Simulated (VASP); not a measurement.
# GaAs (F-43m) in VASP: a series of runs

The runs below take GaAs through single point, relaxation of cell and atoms, with revPBE.

All numbers are computed with VASP 6.6.1; they aren't measurements. Logs are shortened: lines on timing, memory, paths and dates and some standing lists are left out, and cuts for length are marked.

**The experiment to reproduce.**

From “Evidence of valence band perturbations in GaAsN/GaAs(001): A combined variable-angle spectroscopic ellipsometry and modulated photoreflectance investigation”, 2008, arxiv:0805.2212, for a bulk crystal of GaAs at 300 K: band gap 1.418 ± 0.005 eV (direct).

How close the calculation comes is told below.

## (1) The cell of the first run

It takes space group F-43m (No. 216, cubic). Conventional cell: a = 5.788 Å, b = 5.788 Å, c = 5.788 Å, α = 90.00°, β = 90.00°, γ = 90.00°. Within 3.3 Å of As (site symmetry -43m) lie 4 Ga at 2.51 Å. Within 3.3 Å of Ga (site symmetry -43m) lie 4 As at 2.51 Å.

## (2) Single point, revPBE

INCAR reads:

```
SYSTEM = GaAs
ALGO = Normal
EDIFF = 1E-6
ENCUT = 520
GGA = RE
ISIF = 2
ISMEAR = -1
LASPH = .TRUE.
LCHARG = .FALSE.
LREAL = .FALSE.
LWAVE = .FALSE.
NBANDS = 16
NELM = 100
PREC = Accurate
SIGMA = 0.05
```

KPOINTS reads:

```
k-points
0
G
  8 8 8
  0 0 0
```

POSCAR reads:

```
GaAs
1.0
    0.0000000000      2.8937837629      2.8937837629
    2.8937837629      0.0000000000      2.8937837629
    2.8937837629      2.8937837629      0.0000000000
As Ga
1 1
Direct
    0.7500000000      0.7500000000      0.7500000000
    0.0000000000      0.0000000000      0.0000000000
```

Potentials or basis: VASP PAW PBE potentials, release 64 (As, Ga_d).

Command:

```console
$ cat potpaw_PBE.64/As/POTCAR potpaw_PBE.64/Ga_d/POTCAR > POTCAR
$ mpirun -np 1 vasp_std > vasp.out
```

OUTCAR:

```text
SYSTEM = GaAs
   EDIFF = 1E-6
   ENCUT = 520
   GGA = RE
   ISIF = 2
   ISMEAR = -1
   LASPH = .TRUE.
   LREAL = .FALSE.
   NELM = 100
   PREC = Accurate

 ion  position               nearest neighbor table
   1  0.750  0.750  0.750-   2 2.51   2 2.51   2 2.51   2 2.51
   2  0.000  0.000  0.000-   1 2.51   1 2.51   1 2.51   1 2.51

  LATTYP: Found a face centered cubic cell.
 ALAT       =     5.7875675258

  Lattice vectors:

 A1 = (   0.0000000000,   2.8937837629,   2.8937837629)
 A2 = (   2.8937837629,   0.0000000000,   2.8937837629)
 A3 = (   2.8937837629,   2.8937837629,   0.0000000000)

Analysis of symmetry for initial positions (statically):
=====================================================================
 Subroutine PRICEL returns:
 Original cell was already a primitive cell.

 Routine SETGRP: Setting up the symmetry group for a
 face centered cubic supercell.

 Subroutine GETGRP returns: Found 24 space group operations
 (whereof 24 operations were pure point group operations)
 out of a pool of 48 trial point group operations.

The static configuration has the point symmetry T_d .

Analysis of symmetry for dynamics (positions and initial velocities):
=====================================================================
 Subroutine PRICEL returns:
 Original cell was already a primitive cell.

 Routine SETGRP: Setting up the symmetry group for a
 face centered cubic supercell.

 Subroutine GETGRP returns: Found 24 space group operations
 (whereof 24 operations were pure point group operations)
 out of a pool of 48 trial point group operations.

The dynamic configuration has the point symmetry T_d .

 Subroutine INISYM returns: Found 24 space group operations
 (whereof 24 operations are pure point group operations),
 and found     1 'primitive' translations

----------------------------------------------------------------------------------------

                                     Primitive cell

  volume of cell :      48.4650

  direct lattice vectors                    reciprocal lattice vectors
     0.000000000  2.893783763  2.893783763    -0.172784161  0.172784161  0.172784161
     2.893783763  0.000000000  2.893783763     0.172784161 -0.172784161  0.172784161
     2.893783763  2.893783763  0.000000000     0.172784161  0.172784161 -0.172784161

  length of vectors
     4.092428244  4.092428244  4.092428244     0.299270946  0.299270946  0.299270946

  position of ions in fractional coordinates (direct lattice)
     0.750000000  0.750000000  0.750000000
     0.000000000  0.000000000  0.000000000

  ion indices of the primitive-cell ions
   primitive index   ion index
                 1           1
                 2           2

----------------------------------------------------------------------------------------

 KPOINTS: k-points

Automatic generation of k-mesh.
 Grid dimensions read from file:
 generate k-points for:    8    8    8

 Generating k-lattice:

  Cartesian coordinates                     Fractional coordinates (reciprocal lattice)
    -0.021598020  0.021598020  0.021598020     0.125000000  0.000000000  0.000000000
     0.021598020 -0.021598020  0.021598020     0.000000000  0.125000000  0.000000000
     0.021598020  0.021598020 -0.021598020     0.000000000  0.000000000  0.125000000

  Length of vectors
     0.037408868  0.037408868  0.037408868

  Shift w.r.t. Gamma in fractional coordinates (k-lattice)
     0.000000000  0.000000000  0.000000000

 Subroutine IBZKPT returns following result:
 ===========================================

 Found     29 irreducible k-points:

 Following reciprocal coordinates:
            Coordinates               Weight
  0.000000  0.000000  0.000000      1.000000
  0.125000  0.000000  0.000000      8.000000
  0.250000  0.000000  0.000000      8.000000
  0.375000  0.000000  0.000000      8.000000
  0.500000  0.000000  0.000000      4.000000
  0.125000  0.125000  0.000000      6.000000
[... 16 lines left out ...]
  0.500000  0.250000  0.125000     48.000000
 -0.375000  0.250000  0.125000     24.000000
 [... further k-points ...]
   k-points           NKPTS =     29   k-points in BZ     NKDIM =     29   number of bands    NBANDS=     16
   number of dos      NEDOS =    301   number of ions     NIONS =      2
   total plane-waves  NPLWV =  27000
   dimension x,y,z NGX =    30 NGY =   30 NGZ =   30
   dimension x,y,z NGXF=    60 NGYF=   60 NGZF=   60
   ions per type =               1   1
   NGX,Y,Z   is equivalent  to a cutoff of  12.19, 12.19, 12.19 a.u.
   NGXF,Y,Z  is equivalent  to a cutoff of  24.37, 24.37, 24.37 a.u.
 SYSTEM =  GaAs
   PREC   = accura    normal or accurate (medium, high low for compatibility)
   ISTART =      0    job   : 0-new  1-cont  2-samecut
   ICHARG =      2    charge: 1-file 2-atom 10-const
   ISPIN  =      1    spin polarized calculation?
   LNONCOLLINEAR =      F non collinear calculations
   LSORBIT =      F    spin-orbit coupling
   LASPH  =      T    aspherical Exc in radial PAW
   ENCUT  =  520.0 eV  38.22 Ry    6.18 a.u.   7.61  7.61  7.61*2*pi/ulx,y,z
   NELM   =    100;   NELMIN=  2; NELMDL= -5     # of ELM steps
   EDIFF  = 0.1E-05   stopping-criterion for ELM
   LREAL  =      F    real-space projection
   EDIFFG = 0.1E-04   stopping-criterion for IOM
   NSW    =      0    number of steps for IOM
   IBRION =     -1    ionic relax: 0-MD 1-quasi-New 2-CG
   NFREE  =      0    steps in history (QN), initial steepest desc. (CG)
   ISIF   =      2    stress and relaxation
   ISYM   =      2    0-nonsym 1-usesym 2-fastsym
   POTIM  = 0.5000    time-step for ionic-motion
   TEBEG  =    0.0;   TEEND  =   0.0 temperature during run
   PSTRESS=    0.0 pullay stress
   NELECT =      18.0000    total number of electrons
   NUPDOWN=      -1.0000    fix difference up-down
   EMIN   =  10.00;   EMAX   =-10.00  energy-range for DOS
   EFERMI =   0.00;   METHOD = LEGACY
   ISMEAR =    -1;   SIGMA  =   0.05  broadening in eV -4-tet -1-fermi 0-gaus
   EFERMI_NEDOS =   21; number of points for ismear=-14 and -15
   IALGO  =     38    algorithm
   IMIX   =      4    mixing-type and parameters
     AMIX     =   0.40;   BMIX     =  1.00
     AMIX_MAG =   1.60;   BMIX_MAG =  1.00
  volume/ion in A,a.u.               =      24.23       163.53
  Fermi-wavevector in a.u.,A,eV,Ry     =   1.176765  2.223763 18.841006  1.384775
  Thomas-Fermi vector in A             =   2.313123
   LORBIT       =      0    0 simple, 1 ext, 2 COOP (PROOUT), +10 PAW based schemes
   GGA     = RE    functional components
   LHFCALC =     F    Hartree Fock is set to
   AEXX    =    0.0000 exact exchange contribution
   IVDW    =     0    specifies the selected vdW correction
   LEPSILON=     F    determine dielectric tensor
   LRPA    =     F    only Hartree local field effects (RPA)
 non-spin polarized calculation
  energy-cutoff  :      520.00
  volume of cell :       48.47
 maximum number of plane-waves:      1323
   NGX = 15   NGY = 15   NGZ = 15

 number of electron      18.0000003 magnetization

 Free energy of the ion-electron system (eV)
  ---------------------------------------------------
  ext. energy  EPLUGINS =         0.00000000
  ---------------------------------------------------
  free energy    TOTEN  =        -7.69455630 eV

  energy without entropy =       -7.69411073  energy(sigma->0) =       -7.69433351

 E-fermi :   3.4666     XC(G=0):  -9.1428

 val. band max:        3.3762136408   @ k =   0.0000   0.0000   0.0000
 cond. band min:       3.4718443038   @ k =   0.0000   0.0000   0.0000
 fundamental gap:      0.0956306630
 Fermi energy:         3.4666073338

 k-point     1 :       0.0000    0.0000    0.0000
  band No.  band energies     occupation
      1     -11.3208      2.00000
      2     -11.3208      2.00000
      3     -11.3208      2.00000
      4     -11.2576      2.00000
      5     -11.2576      2.00000
      6      -8.8386      2.00000
[... 8 lines left out ...]
     15      13.3074      0.00000
     16      13.3074      0.00000

 k-point     2 :       0.1250    0.0000    0.0000
  band No.  band energies     occupation
      1     -11.3301      2.00000
      2     -11.3180      2.00000
      3     -11.3180      2.00000
      4     -11.2577      2.00000
      5     -11.2577      2.00000
      6      -8.6747      2.00000
[... 8 lines left out ...]
     15      12.5523      0.00000
     16      12.5523      0.00000

 k-point     3 :       0.2500    0.0000    0.0000
  band No.  band energies     occupation
      1     -11.3514      2.00000
      2     -11.3120      2.00000
      3     -11.3120      2.00000
      4     -11.2572      2.00000
      5     -11.2572      2.00000
      6      -8.2183      2.00000
[... 8 lines left out ...]
     15      12.3193      0.00000
     16      12.3368      0.00000

 k-point     4 :       0.3750    0.0000    0.0000
  band No.  band energies     occupation
      1     -11.3712      2.00000
      2     -11.3071      2.00000
      3     -11.3071      2.00000
      4     -11.2556      2.00000
      5     -11.2556      2.00000
      6      -7.6174      2.00000
[... 8 lines left out ...]
     15      13.3817      0.00000
     16      13.3817      0.00000
[... 324 lines left out ...]
 k-point    22 :       0.3750    0.2500    0.1250
  band No.  band energies     occupation
      1     -11.3690      2.00000
      2     -11.3048      2.00000
      3     -11.3026      2.00000
      4     -11.2634      2.00000
      5     -11.2535      2.00000
      6      -7.8336      2.00000
[... 8 lines left out ...]
     15      14.0647      0.00000
     16      14.4936      0.00000

 k-point    23 :       0.5000    0.2500    0.1250
  band No.  band energies     occupation
      1     -11.3818      2.00000
      2     -11.3019      2.00000
      3     -11.2974      2.00000
      4     -11.2624      2.00000
      5     -11.2537      2.00000
      6      -7.2813      2.00000
[... 8 lines left out ...]
     15      13.9374      0.00000
     16      15.3920      0.00000

 k-point    24 :      -0.3750    0.2500    0.1250
  band No.  band energies     occupation
      1     -11.3866      2.00000
      2     -11.3012      2.00000
      3     -11.2954      2.00000
      4     -11.2606      2.00000
      5     -11.2547      2.00000
      6      -6.9828      2.00000
[... 8 lines left out ...]
     15      14.8228      0.00000
     16      15.1843      0.00000

 [... further k-points ...]

------------------------ aborting loop because EDIFF is reached ----------------------------------------

  FORCE on cell =-STRESS in cart. coord.  units (eV):
  Direction    XX          YY          ZZ          XY          YZ          ZX
  --------------------------------------------------------------------------------------
  -------------------------------------------------------------------------------------
  Total        0.0466259      0.0466259      0.0466259     -0.0000000      0.0000000     -0.0000000
  in kB        1.5413795      1.5413795      1.5413795     -0.0000000      0.0000000     -0.0000000
  external PRESSURE =       1.5413795 kB  Pullay stress =       0.0000000 kB

 VOLUME and BASIS-vectors are now :
 -----------------------------------------------------------------------------
  energy-cutoff  :      520.00
  volume of cell :       48.47
      direct lattice vectors                 reciprocal lattice vectors
     0.000000000  2.893783763  2.893783763    -0.172784161  0.172784161  0.172784161
     2.893783763  0.000000000  2.893783763     0.172784161 -0.172784161  0.172784161
     2.893783763  2.893783763  0.000000000     0.172784161  0.172784161 -0.172784161

 POSITION                                       TOTAL-FORCE (eV/Angst)
 -----------------------------------------------------------------------------------
      4.34068      4.34068      4.34068         0.000000      0.000000      0.000000
      0.00000      0.00000      0.00000        -0.000000     -0.000000     -0.000000
 -----------------------------------------------------------------------------------
    total drift:                               -0.000002     -0.000002     -0.000002

  FREE ENERGIE OF THE ION-ELECTRON SYSTEM (eV)
  ---------------------------------------------------
  free  energy   TOTEN  =        -7.6945562993 eV

  energy  without entropy=       -7.6941107286  energy(sigma->0) =       -7.69433351
```

Run time: 26 s. Hardware: 1 thread of Intel Xeon Platinum 8259CL at 2.50GHz (Skylake/Cascade Lake), shared host; peak memory 0.17 GiB.

What came out:

- Free energy: -7.6946 eV
- Pressure: 0.2 GPa
- Band gap on the k mesh: 0.10 eV, direct

Levels at points of the mesh, in eV from the valence-band top:
```tsv
k point	band 6	band 7	band 8	band 9	band 10	band 11	band 12	band 13
(0.00, 0.00, 0.00)	-12.21	0.00	0.00	0.00	0.10	3.73	3.73	3.73
(0.50, 0.00, 0.00)	-10.66	-6.24	-1.04	-1.04	0.88	4.63	4.63	7.80
(0.50, 0.50, 0.00)	-10.01	-6.47	-2.43	-2.43	1.67	1.74	9.66	9.66
```

Caveat: the PAW data sets were made with another functional, which shifts forces and pressure a little.

(Part 1 of 2 ends here.)
